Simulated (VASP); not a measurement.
# TiO2 (Anatase) (I4_1/amd) in VASP: single point with PBE+D3(BJ)

Aim: the single point of TiO2 (Anatase) with PBE+D3(BJ).

Program: VASP 6.6.1. These are calculated values, not measurements. Logs are shortened: lines on timing, memory, paths and dates and some standing lists are left out, and cuts for length are marked.

**1. The cell of the first run**

It takes space group I4_1/amd (No. 141, tetragonal). Conventional cell: a = 3.784 Å, b = 3.784 Å, c = 9.515 Å, α = 90.00°, β = 90.00°, γ = 90.00°. Within 2.6 Å of Ti (site symmetry -4m2) lie 6 O at 1.93 to 1.98 Å. Within 2.6 Å of O (site symmetry 2mm) lie 3 Ti at 1.93 to 1.98 Å and 2 O at 2.47 Å.

**2. Single point, PBE+D3(BJ)**

The input, INCAR:

```
  PREC = Accurate
  ENCUT = 520
  EDIFF = 1E-7
  ISMEAR = 0
  SIGMA = 0.01
  LREAL = F
  LASPH = T
  NELM = 60
  ALGO = Normal
  ISIF = 2
  LWAVE = F
  LCHARG = F
  GGA = PE
  IVDW = 12
  NBANDS = 33
```

The input, KPOINTS:

```
Automatic mesh
0
Gamma
  7 7 7
```

The input, POSCAR:

```
TiO2
1.0
   -1.8921000000      1.8921000000      4.7573000000
    1.8921000000     -1.8921000000      4.7573000000
    1.8921000000      1.8921000000     -4.7573000000
Ti O
2 4
Direct
    0.0000000000      0.0000000000      0.0000000000
    0.7500000000      0.2500000000      0.5000000000
    0.2081000000      0.2081000000      0.0000000000
    0.9581000000      0.4581000000      0.5000000000
    0.5419000000      0.0419000000      0.5000000000
    0.7919000000      0.7919000000      0.0000000000
```

Potentials or basis: VASP PAW PBE potentials, release 64 (Ti_sv, O).

On the command line:

```
$ cat potpaw_PBE.64/Ti_sv/POTCAR potpaw_PBE.64/O/POTCAR > POTCAR
$ mpirun -np 1 vasp_std > vasp.out
```

OUTCAR:

```text
PREC = Accurate
   ENCUT = 520
   EDIFF = 1E-7
   ISMEAR = 0
   LREAL = F
   LASPH = T
   NELM = 60
   ISIF = 2
   GGA = PE
   IVDW = 12
 IVDW          = 12

 ion  position               nearest neighbor table
   1  0.000  0.000  0.000-   5 1.93   4 1.93   5 1.93   4 1.93   3 1.98   6 1.98
   2  0.750  0.250  0.500-   6 1.93   3 1.93   6 1.93   3 1.93   4 1.98   5 1.98
   3  0.208  0.208  0.000-   2 1.93   2 1.93   1 1.98
   4  0.958  0.458  0.500-   1 1.93   1 1.93   2 1.98
   5  0.542  0.042  0.500-   1 1.93   1 1.93   2 1.98
   6  0.792  0.792  0.000-   2 1.93   2 1.93   1 1.98

  LATTYP: Found a body centered tetragonal cell.
 ALAT       =     3.7842000000
 C/A-ratio  =     2.5142962846

  Lattice vectors:

 A1 = (  -1.8921000000,   1.8921000000,   4.7573000000)
 A2 = (   1.8921000000,  -1.8921000000,   4.7573000000)
 A3 = (   1.8921000000,   1.8921000000,  -4.7573000000)

Analysis of symmetry for initial positions (statically):
=====================================================================
 Subroutine PRICEL returns:
 Original cell was already a primitive cell.

 Routine SETGRP: Setting up the symmetry group for a
 body centered tetragonal supercell.

 Subroutine GETGRP returns: Found 16 space group operations
 (whereof  8 operations were pure point group operations)
 out of a pool of 16 trial point group operations.

The static configuration has the point symmetry D_2d.
 The point group associated with its full space group is D_4h.

Analysis of symmetry for dynamics (positions and initial velocities):
=====================================================================
 Subroutine PRICEL returns:
 Original cell was already a primitive cell.

 Routine SETGRP: Setting up the symmetry group for a
 body centered tetragonal supercell.

 Subroutine GETGRP returns: Found 16 space group operations
 (whereof  8 operations were pure point group operations)
 out of a pool of 16 trial point group operations.

The dynamic configuration has the point symmetry D_2d.
 The point group associated with its full space group is D_4h.

 Subroutine INISYM returns: Found 16 space group operations
 (whereof  8 operations are pure point group operations),
 and found     1 'primitive' translations

----------------------------------------------------------------------------------------

                                     Primitive cell

  volume of cell :      68.1253

  direct lattice vectors                    reciprocal lattice vectors
    -1.892100000  1.892100000  4.757300000     0.000000000  0.264256646  0.105101633
     1.892100000 -1.892100000  4.757300000     0.264256646  0.000000000  0.105101633
     1.892100000  1.892100000 -4.757300000     0.264256646  0.264256646  0.000000000

  length of vectors
     5.458203744  5.458203744  5.458203744     0.284390450  0.284390450  0.373715333

  position of ions in fractional coordinates (direct lattice)
     0.000000000  0.000000000  0.000000000
     0.750000000  0.250000000  0.500000000
     0.208100000  0.208100000  0.000000000
     0.958100000  0.458100000  0.500000000
     0.541900000  0.041900000  0.500000000
     0.791900000  0.791900000  0.000000000

  ion indices of the primitive-cell ions
   primitive index   ion index
                 1           1
                 2           2
                 3           3
                 4           4
                 5           5
                 6           6

----------------------------------------------------------------------------------------

 KPOINTS: Automatic mesh

Automatic generation of k-mesh.
 Grid dimensions read from file:
 generate k-points for:    7    7    7

 Generating k-lattice:

  Cartesian coordinates                     Fractional coordinates (reciprocal lattice)
     0.000000000  0.037750949  0.015014519     0.142857143  0.000000000  0.000000000
     0.037750949  0.000000000  0.015014519     0.000000000  0.142857143  0.000000000
     0.037750949  0.037750949  0.000000000     0.000000000  0.000000000  0.142857143

  Length of vectors
     0.040627207  0.040627207  0.053387905

  Shift w.r.t. Gamma in fractional coordinates (k-lattice)
     0.000000000  0.000000000  0.000000000

 Subroutine IBZKPT returns following result:
 ===========================================

 Found     40 irreducible k-points:

 Following reciprocal coordinates:
            Coordinates               Weight
  0.000000  0.000000  0.000000      1.000000
  0.142857  0.000000  0.000000      8.000000
  0.285714  0.000000  0.000000      8.000000
  0.428571 -0.000000  0.000000      8.000000
  0.142857  0.142857  0.000000      8.000000
  0.285714  0.142857  0.000000     16.000000
[... 16 lines left out ...]
 -0.142857  0.285714  0.142857      8.000000
 -0.428571  0.428571  0.142857      8.000000
 [... further k-points ...]
   k-points           NKPTS =     40   k-points in BZ     NKDIM =     40   number of bands    NBANDS=     33
   number of dos      NEDOS =    301   number of ions     NIONS =      6
   total plane-waves  NPLWV =  74088
   dimension x,y,z NGX =    42 NGY =   42 NGZ =   42
   dimension x,y,z NGXF=    84 NGYF=   84 NGZF=   84
   ions per type =               2   4
   NGX,Y,Z   is equivalent  to a cutoff of  12.79, 12.79, 12.79 a.u.
   NGXF,Y,Z  is equivalent  to a cutoff of  25.58, 25.58, 25.58 a.u.
 SYSTEM =  unknown system
   PREC   = accura    normal or accurate (medium, high low for compatibility)
   ISTART =      0    job   : 0-new  1-cont  2-samecut
   ICHARG =      2    charge: 1-file 2-atom 10-const
   ISPIN  =      1    spin polarized calculation?
   LNONCOLLINEAR =      F non collinear calculations
   LSORBIT =      F    spin-orbit coupling
   LASPH  =      T    aspherical Exc in radial PAW
   ENCUT  =  520.0 eV  38.22 Ry    6.18 a.u.  10.15 10.15 10.15*2*pi/ulx,y,z
   NELM   =     60;   NELMIN=  2; NELMDL= -5     # of ELM steps
   EDIFF  = 0.1E-06   stopping-criterion for ELM
   LREAL  =      F    real-space projection
   EDIFFG = 0.1E-05   stopping-criterion for IOM
   NSW    =      0    number of steps for IOM
   IBRION =     -1    ionic relax: 0-MD 1-quasi-New 2-CG
   NFREE  =      0    steps in history (QN), initial steepest desc. (CG)
   ISIF   =      2    stress and relaxation
   ISYM   =      2    0-nonsym 1-usesym 2-fastsym
   POTIM  = 0.5000    time-step for ionic-motion
   TEBEG  =    0.0;   TEEND  =   0.0 temperature during run
   PSTRESS=    0.0 pullay stress
   NELECT =      48.0000    total number of electrons
   NUPDOWN=      -1.0000    fix difference up-down
   EMIN   =  10.00;   EMAX   =-10.00  energy-range for DOS
   EFERMI =   0.00;   METHOD = LEGACY
   ISMEAR =     0;   SIGMA  =   0.01  broadening in eV -4-tet -1-fermi 0-gaus
   EFERMI_NEDOS =   21; number of points for ismear=-14 and -15
   IALGO  =     38    algorithm
   IMIX   =      4    mixing-type and parameters
     AMIX     =   0.40;   BMIX     =  1.00
     AMIX_MAG =   1.60;   BMIX_MAG =  1.00
  volume/ion in A,a.u.               =      11.35        76.62
  Fermi-wavevector in a.u.,A,eV,Ry     =   1.456752  2.752862 28.873289  2.122127
  Thomas-Fermi vector in A             =   2.573634
   LORBIT       =      0    0 simple, 1 ext, 2 COOP (PROOUT), +10 PAW based schemes
   GGA     = PE    functional components
   LHFCALC =     F    Hartree Fock is set to
   AEXX    =    0.0000 exact exchange contribution
   IVDW    =    12    specifies the selected vdW correction
   LEPSILON=     F    determine dielectric tensor
   LRPA    =     F    only Hartree local field effects (RPA)
 non-spin polarized calculation
 Gauss-broadening in eV      SIGMA  =   0.01
  energy-cutoff  :      520.00
  volume of cell :       68.13
 maximum number of plane-waves:      1850
 NGX is ok and might be reduce to    42
   NGX = 21   NGY = 21   NGZ = 21

 number of electron      47.9999989 magnetization

 Free energy of the ion-electron system (eV)
  ---------------------------------------------------
  ext. energy  EPLUGINS =         0.00000000
  ---------------------------------------------------
  free energy    TOTEN  =       -53.82582661 eV

  energy without entropy =      -53.82582661  energy(sigma->0) =      -53.82582661

 E-fermi :   3.5914     XC(G=0): -10.7369

 val. band max:        3.4086585055   @ k =  -0.4286   0.4286   0.0000
 cond. band min:       5.5047828811   @ k =   0.0000   0.0000   0.0000
 fundamental gap:      2.0961243755
 Fermi energy:         3.5913951564

 k-point     1 :       0.0000    0.0000    0.0000
  band No.  band energies     occupation
      1     -52.9929      2.00000
      2     -52.9323      2.00000
      3     -29.4599      2.00000
      4     -29.2185      2.00000
      5     -29.2185      2.00000
      6     -29.1466      2.00000
[... 25 lines left out ...]
     32       8.7050      0.00000
     33       8.7176      0.00000

 k-point     2 :       0.1429    0.0000    0.0000
  band No.  band energies     occupation
      1     -52.9903      2.00000
      2     -52.9341      2.00000
      3     -29.4544      2.00000
      4     -29.2440      2.00000
      5     -29.2204      2.00000
      6     -29.1567      2.00000
[... 25 lines left out ...]
     32       8.9004      0.00000
     33       9.2140      0.00000

 k-point     3 :       0.2857    0.0000    0.0000
  band No.  band energies     occupation
      1     -52.9835      2.00000
      2     -52.9389      2.00000
      3     -29.4424      2.00000
      4     -29.2985      2.00000
      5     -29.2241      2.00000
      6     -29.1748      2.00000
[... 25 lines left out ...]
     32       9.2789      0.00000
     33       9.7265      0.00000

 k-point     4 :       0.4286   -0.0000    0.0000
  band No.  band energies     occupation
      1     -52.9767      2.00000
      2     -52.9443      2.00000
      3     -29.4320      2.00000
      4     -29.3432      2.00000
      5     -29.2267      2.00000
      6     -29.1824      2.00000
[... 25 lines left out ...]
     32       9.4339      0.00000
     33       9.9595      0.00000

 k-point     5 :       0.1429    0.1429    0.0000
  band No.  band energies     occupation
      1     -52.9864      2.00000
      2     -52.9372      2.00000
      3     -29.4413      2.00000
      4     -29.2614      2.00000
      5     -29.2354      2.00000
      6     -29.1626      2.00000
[... 604 lines left out ...]
 k-point    22 :      -0.2857    0.2857    0.1429
  band No.  band energies     occupation
      1     -52.9771      2.00000
      2     -52.9430      2.00000
      3     -29.4468      2.00000
      4     -29.3340      2.00000
      5     -29.2395      2.00000
      6     -29.2077      2.00000
[... 25 lines left out ...]
     32       9.9557      0.00000
     33      10.1698      0.00000

 k-point    23 :      -0.1429    0.2857    0.1429
  band No.  band energies     occupation
      1     -52.9787      2.00000
      2     -52.9422      2.00000
      3     -29.4460      2.00000
      4     -29.3287      2.00000
      5     -29.2249      2.00000
      6     -29.1948      2.00000
[... 25 lines left out ...]
     32       9.4074      0.00000
     33      10.0814      0.00000

 k-point    24 :      -0.4286    0.4286    0.1429
  band No.  band energies     occupation
      1     -52.9652      2.00000
      2     -52.9530      2.00000
      3     -29.4192      2.00000
      4     -29.3759      2.00000
      5     -29.2573      2.00000
      6     -29.2402      2.00000
[... 25 lines left out ...]
     32       9.8287      0.00000
     33      10.7951      0.00000

 [... further k-points ...]

------------------------ aborting loop because EDIFF is reached ----------------------------------------

 Edisp (eV)   -1.35559

 E8    (eV) :    -0.5387

  FORCE on cell =-STRESS in cart. coord.  units (eV):
  Direction    XX          YY          ZZ          XY          YZ          ZX
  --------------------------------------------------------------------------------------
  -------------------------------------------------------------------------------------
  Total       0.82192     0.82192     1.43723     0.00000    -0.00000     0.00000
  in kB      19.32995    19.32995    33.80079     0.00000    -0.00000     0.00000
  external pressure =       24.15 kB  Pullay stress =        0.00 kB

 VOLUME and BASIS-vectors are now :
 -----------------------------------------------------------------------------
  energy-cutoff  :      520.00
  volume of cell :       68.13
      direct lattice vectors                 reciprocal lattice vectors
    -1.892100000  1.892100000  4.757300000     0.000000000  0.264256646  0.105101633
     1.892100000 -1.892100000  4.757300000     0.264256646  0.000000000  0.105101633
     1.892100000  1.892100000 -4.757300000     0.264256646  0.264256646  0.000000000

 POSITION                                       TOTAL-FORCE (eV/Angst)
 -----------------------------------------------------------------------------------
      0.00000      0.00000      0.00000         0.000000      0.000000     -0.000000
      0.00000      1.89210      2.37865         0.000000      0.000000     -0.000000
      0.00000      0.00000      1.97999        -0.000000      0.000000      0.131285
      0.00000      1.89210      4.35864         0.000000     -0.000000      0.131285
      0.00000      1.89210      0.39866         0.000000     -0.000000     -0.131285
      0.00000      0.00000      7.53461        -0.000000      0.000000     -0.131285
 -----------------------------------------------------------------------------------
    total drift:                                0.000000      0.000000      0.000000

  FREE ENERGIE OF THE ION-ELECTRON SYSTEM (eV)
  ---------------------------------------------------
  free  energy   TOTEN  =       -55.1814173604 eV

  energy  without entropy=      -55.1814173604  energy(sigma->0) =      -55.18141736
```

It took 2.3 min on 1 thread of Intel Xeon Platinum 8559C (Emerald Rapids), shared host; peak memory 0.29 GiB.

What came out:

- Free energy: -55.1814 eV
- Pressure: 2.4 GPa
- Largest force: 0.131 eV/Å
- Band gap on the k mesh: 2.10 eV, indirect (least direct gap 2.44 eV)
- Dispersion energy per atom: -0.226 eV

Forces on the atoms (eV/Å):
```
Ti   0.000  0.000  0.000
Ti   0.000  0.000  0.000
O    0.000  0.000  0.131
O    0.000  0.000  0.131
O    0.000  0.000 -0.131
O    0.000  0.000 -0.131
```

Stress tensor (GPa, compression positive):
```
1.93 0.00 0.00
0.00 1.93 0.00
0.00 0.00 3.38
```

A k mesh can miss the band edges. Expect the measured gap to be larger: semilocal functionals such as PBE lack the derivative discontinuity.
